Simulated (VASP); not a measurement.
# Be2CdO3 (Cmc2_1) in VASP: relaxation of cell and atoms with PBE

Aim: the relaxation of cell and atoms of Be2CdO3 with PBE.

Everything below comes from runs of VASP 6.6.1. Logs are shortened: lines on timing, memory, paths and dates and some standing lists are left out, and cuts for length are marked.

### 1 The cell of the first run

It takes space group Cmc2_1 (No. 36, orthorhombic). Conventional cell: a = 9.107 Å, b = 5.195 Å, c = 4.730 Å, α = 90.00°, β = 90.00°, γ = 90.00°. Be (site symmetry 1) has 4 O at 1.66 to 1.72 Å within 2.2 Å. Cd (site symmetry m) has 10 O at 2.23 to 3.18 Å and 10 Be at 2.92 to 3.22 Å and 2 Cd at 3.07 Å within 3.3 Å. O (site symmetry 1) has 3 Be at 1.66 to 1.68 Å and 1 Cd at 2.23 Å within 2.3 Å. Within 2.4 Å of O (site symmetry m) lie 2 Be at 1.72 Å and 2 Cd at 2.27 to 2.30 Å.

### 2 Relaxation of cell and atoms, PBE

The input, INCAR:

```
SYSTEM = Be2CdO3
PREC = Accurate
ENCUT = 600
EDIFF = 1E-7
ISMEAR = 0
SIGMA = 0.02
LREAL = .FALSE.
LASPH = .TRUE.
NELM = 120
ALGO = Normal
ISIF = 3
LWAVE = .FALSE.
LCHARG = .FALSE.
GGA = PE
IBRION = 2
NSW = 100
EDIFFG = -0.01
GGA_COMPAT = .FALSE.
NELMIN = 4
```

The input, KPOINTS:

```
Automatic mesh
0
G
  6 6 6
  0 0 0
```

The input, POSCAR:

```
Be2CdO3
1.0
    4.5534455419     -2.5972506267      0.0000000000
    4.5534455419      2.5972506267      0.0000000000
    0.0000000000      0.0000000000      4.7295429062
Be Cd O
4 2 6
Direct
    0.4747136478      0.1656475074      0.4964607915
    0.1656475074      0.4747136478      0.9964607915
    0.5252863522      0.8343524926      0.9964607915
    0.8343524926      0.5252863522      0.4964607915
    0.1891638711      0.8108361289      0.5132517495
    0.8108361289      0.1891638711      0.0132517495
    0.1591931195      0.4193999895      0.6473237829
    0.5806000105      0.8408068805      0.6473237829
    0.7467621745      0.2532378255      0.5394791019
    0.4193999895      0.1591931195      0.1473237829
    0.8408068805      0.5806000105      0.1473237829
    0.2532378255      0.7467621745      0.0394791019
```

Potentials or basis: VASP PAW PBE potentials, release 64 (Be, Cd, O).

Command:

```console
> cat potpaw_PBE.64/Be/POTCAR potpaw_PBE.64/Cd/POTCAR potpaw_PBE.64/O/POTCAR > POTCAR
> mpirun -np 1 vasp_std > vasp.out
```

OUTCAR:

```text
SYSTEM = Be2CdO3
   PREC = Accurate
   ENCUT = 600
   EDIFF = 1E-7
   ISMEAR = 0
   LREAL = .FALSE.
   LASPH = .TRUE.
   NELM = 120
   ISIF = 3
   GGA = PE
   IBRION = 2
   NSW = 100
   EDIFFG = -0.01
   NELMIN = 4

 ion  position               nearest neighbor table
   1  0.475  0.166  0.496-   8 1.66   7 1.67  10 1.68   9 1.72   5 2.92   5 2.92   6 2.93   6 3.05

   2  0.166  0.475  0.996-  11 1.66  10 1.67   7 1.68  12 1.72   6 2.92   6 2.92   5 2.93   5 3.05

   3  0.525  0.834  0.996-  10 1.66  11 1.67   8 1.68  12 1.72   6 2.92   6 2.92   5 2.93   5 3.05

   4  0.834  0.525  0.496-   7 1.66   8 1.67  11 1.68   9 1.72   5 2.92   5 2.92   6 2.93   6 3.05

   5  0.189  0.811  0.513-   7 2.23   8 2.23  12 2.27   9 2.30  12 2.51   4 2.92   1 2.92   4 2.92
                             1 2.92   2 2.93   3 2.93   3 3.05   2 3.05   6 3.07   6 3.07
   6  0.811  0.189  0.013-  10 2.23  11 2.23   9 2.27  12 2.30   9 2.51   3 2.92   2 2.92   3 2.92
                             2 2.92   4 2.93   1 2.93   4 3.05   1 3.05   5 3.07   5 3.07
   7  0.159  0.419  0.647-   4 1.66   1 1.67   2 1.68   5 2.23
   8  0.581  0.841  0.647-   1 1.66   4 1.67   3 1.68   5 2.23
   9  0.747  0.253  0.539-   1 1.72   4 1.72   6 2.27   5 2.30   6 2.51
  10  0.419  0.159  0.147-   3 1.66   2 1.67   1 1.68   6 2.23
  11  0.841  0.581  0.147-   2 1.66   3 1.67   4 1.68   6 2.23
  12  0.253  0.747  0.039-   2 1.72   3 1.72   5 2.27   6 2.30   5 2.51

  LATTYP: Found a base centered orthorhombic cell.
 ALAT       =     5.1945012534
 B/A-ratio  =     1.7531791099
 C/A-ratio  =     0.9104902811

  Lattice vectors:

 A1 = (  -4.5534455419,  -2.5972506267,   0.0000000000)
 A2 = (   4.5534455419,  -2.5972506267,   0.0000000000)
 A3 = (   0.0000000000,   0.0000000000,   4.7295429062)

Analysis of symmetry for initial positions (statically):
=====================================================================
 Subroutine PRICEL returns:
 Original cell was already a primitive cell.

 Routine SETGRP: Setting up the symmetry group for a
 base centered orthorhombic supercell.

 Subroutine GETGRP returns: Found  4 space group operations
 (whereof  2 operations were pure point group operations)
 out of a pool of  8 trial point group operations.

The static configuration has the point symmetry C_1h.
 The point group associated with its full space group is C_2v.

Analysis of symmetry for dynamics (positions and initial velocities):
[... 138 lines left out ...]
   ISIF   =      3    stress and relaxation
   ISYM   =      2    0-nonsym 1-usesym 2-fastsym
   POTIM  = 0.5000    time-step for ionic-motion
   TEBEG  =    0.0;   TEEND  =   0.0 temperature during run
   PSTRESS=    0.0 pullay stress
   NELECT =      68.0000    total number of electrons
   NUPDOWN=      -1.0000    fix difference up-down
   EMIN   =  10.00;   EMAX   =-10.00  energy-range for DOS
   EFERMI =   0.00;   METHOD = LEGACY
   ISMEAR =     0;   SIGMA  =   0.02  broadening in eV -4-tet -1-fermi 0-gaus
   EFERMI_NEDOS =   21; number of points for ismear=-14 and -15
   IALGO  =     38    algorithm
   IMIX   =      4    mixing-type and parameters
     AMIX     =   0.40;   BMIX     =  1.00
     AMIX_MAG =   1.60;   BMIX_MAG =  1.00
  volume/ion in A,a.u.               =       9.32        62.91
  Fermi-wavevector in a.u.,A,eV,Ry     =   1.386788  2.620649 26.166466  1.923181
  Thomas-Fermi vector in A             =   2.511071
   LORBIT       =      0    0 simple, 1 ext, 2 COOP (PROOUT), +10 PAW based schemes
   GGA     = PE    functional components
   LHFCALC =     F    Hartree Fock is set to
   AEXX    =    0.0000 exact exchange contribution
   IVDW    =     0    specifies the selected vdW correction
   LEPSILON=     F    determine dielectric tensor
   LRPA    =     F    only Hartree local field effects (RPA)
 conjugate gradient relaxation of ions
 non-spin polarized calculation
 Gauss-broadening in eV      SIGMA  =   0.02
  energy-cutoff  :      600.00
  volume of cell :      111.87
 maximum number of plane-waves:      3758
 NGX is ok and might be reduce to    42
   NGX = 21   NGY = 21   NGZ = 19

--------------------------------------- Ionic step        1  -------------------------------------------

 number of electron      67.9999997 magnetization

 Free energy of the ion-electron system (eV)
  ---------------------------------------------------
  ext. energy  EPLUGINS =         0.00000000
  ---------------------------------------------------
  free energy    TOTEN  =       -71.73010181 eV

  energy without entropy =      -71.73010181  energy(sigma->0) =      -71.73010181

------------------------ aborting loop because EDIFF is reached ----------------------------------------

  FORCE on cell =-STRESS in cart. coord.  units (eV):
  Direction    XX          YY          ZZ          XY          YZ          ZX
  --------------------------------------------------------------------------------------
  -------------------------------------------------------------------------------------
  Total        0.1938463      0.0212629      0.2032988      0.0000000      0.0000000      0.0000000
  in kB        2.7762901      0.3045294      2.9116711      0.0000000      0.0000000      0.0000000
  external PRESSURE =       1.9974969 kB  Pullay stress =       0.0000000 kB
[... 217 lines left out ...]
--------------------------------------- Ionic step        6  -------------------------------------------

 number of electron      67.9999999 magnetization

 Free energy of the ion-electron system (eV)
  ---------------------------------------------------
  ext. energy  EPLUGINS =         0.00000000
  ---------------------------------------------------
  free energy    TOTEN  =       -71.73198267 eV

  energy without entropy =      -71.73198267  energy(sigma->0) =      -71.73198267

 E-fermi :   2.6955     XC(G=0): -11.2281

 val. band max:        2.5388386262   @ k =   0.1667   0.1667   0.5000
 cond. band min:       4.4873312618   @ k =   0.0000   0.0000   0.0000
 fundamental gap:      1.9484926356
 Fermi energy:         2.6954701468

 k-point     1 :       0.0000    0.0000    0.0000
  band No.  band energies     occupation
      1     -15.5771      2.00000
      2     -14.3195      2.00000
      3     -14.1307      2.00000
      4     -14.0605      2.00000
      5     -14.0451      2.00000
      6     -14.0327      2.00000
[... 1045 lines left out ...]
     40      11.9084      0.00000
     41      12.9675      0.00000

 [... further k-points ...]

------------------------ aborting loop because EDIFF is reached ----------------------------------------

  FORCE on cell =-STRESS in cart. coord.  units (eV):
  Direction    XX          YY          ZZ          XY          YZ          ZX
  --------------------------------------------------------------------------------------
  -------------------------------------------------------------------------------------
  Total        0.0059533     -0.0017025     -0.0258030      0.0000000      0.0000000      0.0000000
  in kB        0.0852546     -0.0243812     -0.3695155      0.0000000      0.0000000      0.0000000
  external PRESSURE =      -0.1028807 kB  Pullay stress =       0.0000000 kB
[... 27 lines left out ...]
  FREE ENERGIE OF THE ION-ELECTRON SYSTEM (eV)
  ---------------------------------------------------
  free  energy   TOTEN  =       -71.7319826657 eV

  energy  without entropy=      -71.7319826657  energy(sigma->0) =      -71.73198267

 reached required accuracy - stopping structural energy minimisation
```

OSZICAR:

```text
N       E                     dE             d eps       ncg     rms          rms(c)
DAV:   1     0.573107930513E+03    0.57311E+03   -0.39927E+04  4264   0.184E+03
DAV:   2    -0.350136546195E+02   -0.60812E+03   -0.58764E+03  4801   0.443E+02
DAV:   3    -0.815922937117E+02   -0.46579E+02   -0.46281E+02  5182   0.138E+02
[... 55 lines left out ...]
DAV:   2    -0.717320146798E+02    0.90327E-04   -0.71140E-04  5140   0.185E-01    0.431E-02
DAV:   3    -0.717319908166E+02    0.23863E-04   -0.34651E-05  4953   0.493E-02    0.273E-02
DAV:   4    -0.717319833655E+02    0.74510E-05   -0.10022E-05  5054   0.240E-02    0.688E-03
DAV:   5    -0.717319826982E+02    0.66733E-06   -0.17227E-06  4896   0.914E-03    0.273E-03
DAV:   6    -0.717319826657E+02    0.32466E-07   -0.18876E-07  2571   0.304E-03
   6 F= -.71731983E+02 E0= -.71731983E+02  d E =-.609301E-04
```

Wall time 19 min (1 thread of Oxide Virtual Turin-like, shared host); peak memory 0.39 GiB.

What came out:

```
Free energy                           : -71.7320 eV
Relaxed volume                        : 9.32 Å³/atom
Relaxed cell                          : a = 5.240 Å, b = 5.240 Å, c = 4.733 Å, α = 90.00°, β = 90.00°, γ = 59.43°
Space group after relaxing (to 0.1 Å) : Cmc2_1 (No. 36)
Energy gained by relaxing             : 0.2 meV/atom
Ionic steps                           : 6
Pressure after relaxing               : 0.0 GPa
Largest force after relaxing          : 0.005 eV/Å
Band gap on the k mesh                : 1.95 eV (least direct gap 2.40 eV)
```

Forces in eV/Å, atoms in the order of the input:
```
Be   0.001  0.004  0.003
Be   0.001 -0.004  0.003
Be  -0.001 -0.004  0.003
Be  -0.001  0.004  0.003
Cd   0.000 -0.001 -0.004
Cd   0.000  0.001 -0.004
O   -0.003  0.002  0.000
O    0.003  0.002  0.000
O    0.000 -0.002 -0.002
O   -0.003 -0.002  0.000
O    0.003 -0.002  0.000
O    0.000  0.002 -0.002
```

Step by step:
| step | energy change (eV) | largest force (eV/Å) | pressure (GPa) | volume (Å³) |
| --- | --- | --- | --- | --- |
| 1 | 0.0000 | 0.0833 | 0.20 | 111.87 |
| 2 | -0.0012 | 0.0370 | -0.17 | 112.06 |
| 3 | -0.0012 | 0.0367 | -0.26 | 112.10 |
| 4 | -0.0018 | 0.0198 | -0.04 | 111.92 |
| 5 | -0.0018 | 0.0121 | 0.06 | 111.83 |
| 6 | -0.0019 | 0.0049 | -0.01 | 111.88 |

Final structure:
```cif
data_structure
_symmetry_space_group_name_H-M 'P 1'
_symmetry_Int_Tables_number 1
_cell_length_a 5.2397
_cell_length_b 5.2397
_cell_length_c 4.7327
_cell_angle_alpha 90.000
_cell_angle_beta 90.000
_cell_angle_gamma 59.432
_cell_volume 111.88
loop_
_atom_site_label
_atom_site_type_symbol
_atom_site_fract_x
_atom_site_fract_y
_atom_site_fract_z
_atom_site_occupancy
Be1 Be 0.47450 0.16552 0.49646 1
Be2 Be 0.16552 0.47450 0.99646 1
Be3 Be 0.52550 0.83448 0.99646 1
Be4 Be 0.83448 0.52550 0.49646 1
Cd1 Cd 0.18863 0.81137 0.51269 1
Cd2 Cd 0.81137 0.18863 0.01269 1
O1 O 0.15904 0.41794 0.64795 1
O2 O 0.58206 0.84096 0.64795 1
O3 O 0.74556 0.25444 0.53878 1
O4 O 0.41794 0.15904 0.14795 1
O5 O 0.84096 0.58206 0.14795 1
O6 O 0.25444 0.74556 0.03878 1
```

A k mesh can miss the band edges.
